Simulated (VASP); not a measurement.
Runs of VASP 6.6.1 on SiNi3. The structure is that of space group Pm-3m (No. 221), or close to it. The cells are those of the table. 

```tsv
task	cell	k mesh	cutoff (eV)	gap on the mesh (eV)	pressure (GPa)	relaxed volume (Å³/atom)
relaxation of cell and atoms	relaxed from a = 3.542 Å, 4 atoms	6 × 6 × 6	600	none	0.1	10.41
relaxation of cell and atoms	relaxed from a = 3.465 Å, 4 atoms	12 × 12 × 12	600	none	0.0	10.41
single point	a = 3.465 Å, 4 atoms	6 × 6 × 6	520	none	(a)	-
single point	a = 3.394 Å, 4 atoms	12 × 12 × 12	520	none	17.4	-
single point	a = 3.532 Å, 4 atoms	12 × 12 × 12	520	none	-11.7	-
single point	a = 3.499 Å, 4 atoms	12 × 12 × 12	520	none	-6.2	-
single point	a = 3.465 Å, 4 atoms	12 × 12 × 12	520	none	(b)	-
single point	a = 3.430 Å, 4 atoms	12 × 12 × 12	520	none	8.2	-
```

Alike in all rows: level r2SCAN; potentials or basis VASP PAW PBE potentials, release 64 (Si, Ni); no spin polarisation; smearing gaussian 0.1 eV.

Fill in the values left out.

(a) 0.3; (b) 0.4.

Caveats: the PAW data sets were made with another functional, which shifts forces and pressure a little.

A gap of «none» marks levels without a gap at the run's occupations.
